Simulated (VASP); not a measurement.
Set up this calculation in VASP 6.6.1, as the native input.

- Task: single point
- Functional: r2SCAN
- Potentials or basis: VASP PAW PBE potentials, release 64 (B, As, In_d)
- Cutoff: 520 eV
- k mesh: 6 × 6 × 4
- Occupations: fermi-dirac, width 0.02 eV
- Spin: no spin polarisation
- Dipole correction: no
- Further INCAR settings: ALGO = Normal; EDIFF = 1e-06; NBANDS = 21

InBAs2:

```
CELL_PARAMETERS angstrom
3.68116 0.00000 0.00000
0.00000 3.68116 0.00000
0.00000 0.00000 5.64216
ATOMIC_POSITIONS crystal
B 0.00000 0.00000 0.00000
As 0.00000 0.50000 0.19438
As 0.50000 0.00000 0.80562
In 0.50000 0.50000 0.50000
```

The input as run:

POSCAR

```
InBAs2
1.0
    3.6811597944      0.0000000000      0.0000000000
    0.0000000000      3.6811597944      0.0000000000
    0.0000000000      0.0000000000      5.6421580109
B As In
1 2 1
Direct
    0.0000000000      0.0000000000      0.0000000000
    0.0000000000      0.5000000000      0.1943776312
    0.5000000000      0.0000000000      0.8056223688
    0.5000000000      0.5000000000      0.5000000000
```

INCAR.step1

```
ALGO = Normal
EDIFF = 1E-4
ENCUT = 520
GGA = PE
ISMEAR = -1
LASPH = T
LCHARG = F
LREAL = F
LWAVE = T
NBANDS = 21
NELM = 60
PREC = Accurate
SIGMA = 0.02
```

INCAR.step2

```
ALGO = Normal
EDIFF = 1E-6
ENCUT = 520
ISIF = 2
ISMEAR = -1
ISTART = 1
LASPH = T
LCHARG = F
LMIXTAU = T
LREAL = F
LWAVE = F
METAGGA = R2SCAN
NBANDS = 21
NELM = 60
PREC = Accurate
SIGMA = 0.02
```

KPOINTS

```
k-points
0
Gamma
  6 6 4
```

Potentials or basis: VASP PAW PBE potentials, release 64 (B, As, In_d).

Launch:

```sh
$ cat potpaw_PBE.64/B/POTCAR potpaw_PBE.64/As/POTCAR potpaw_PBE.64/In_d/POTCAR > POTCAR
$ cp INCAR.step1 INCAR
$ mpirun -np 1 vasp_std > vasp.out
$ cp INCAR.step2 INCAR
$ mpirun -np 1 vasp_std > vasp.out
```

It gave:

| Property | Result |
| --- | --- |
| Pressure | 6.1 GPa |
| Largest force | 0.135 eV/Å |
| Band gap on the k mesh | 0.23 eV (least direct gap 0.30 eV) |

Caveat: the cell stands under pressure; the PAW data sets were made with another functional, which shifts forces and pressure a little; spin-orbit coupling is left out, which moves the levels of the heavy elements.

Run time: 3.5 min on 1 thread of Intel(R) Xeon(R) Platinum 8259CL CPU @ 2.50GHz (Skylake/Cascade Lake), on a shared host, peak memory 0.21 GiB.
